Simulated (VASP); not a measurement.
Input of a VASP 6.6.1 run:

INCAR

```
SYSTEM = MgS
PREC = Accurate ; ENCUT = 600
EDIFF = 1E-6 ; ISMEAR = 0
SIGMA = 0.1 ; LREAL = .FALSE.
LASPH = .TRUE. ; NELM = 200
ALGO = Normal ; ISIF = 2
LWAVE = .FALSE. ; LCHARG = .FALSE.
ISPIN = 2 ; MAGMOM = 5 0
LORBIT = 11 ; GGA = PE
NELECT = 8.5 ; NBANDS = 15
GGA_COMPAT = .FALSE.
```

Contents of KPOINTS:

```
Automatic mesh
0
G
  2 2 2
  0 0 0
```

POSCAR

```
MgS
1.0
    0.0000000000      2.8331200468      2.8331200468
    2.8331200468      0.0000000000      2.8331200468
    2.8331200468      2.8331200468      0.0000000000
Mg S
1 1
Direct
    0.8530000000      0.5480000000      0.0650000000
    1.6030000000      1.2980000000      0.8150000000
```

Potentials or basis: VASP PAW PBE potentials, release 64 (Mg, S).

Command:

```sh
$ cat potpaw_PBE.64/Mg/POTCAR potpaw_PBE.64/S/POTCAR > POTCAR
$ mpirun -np 1 vasp_std > vasp.out
```

Q: Predict the net moment.

A: 0.50 μB per cell.

Q: Estimate the site moments.

A: Mg +0.04; S +0.01 μB.

Caveat: the k points lie up to 0.96 Å⁻¹ apart.
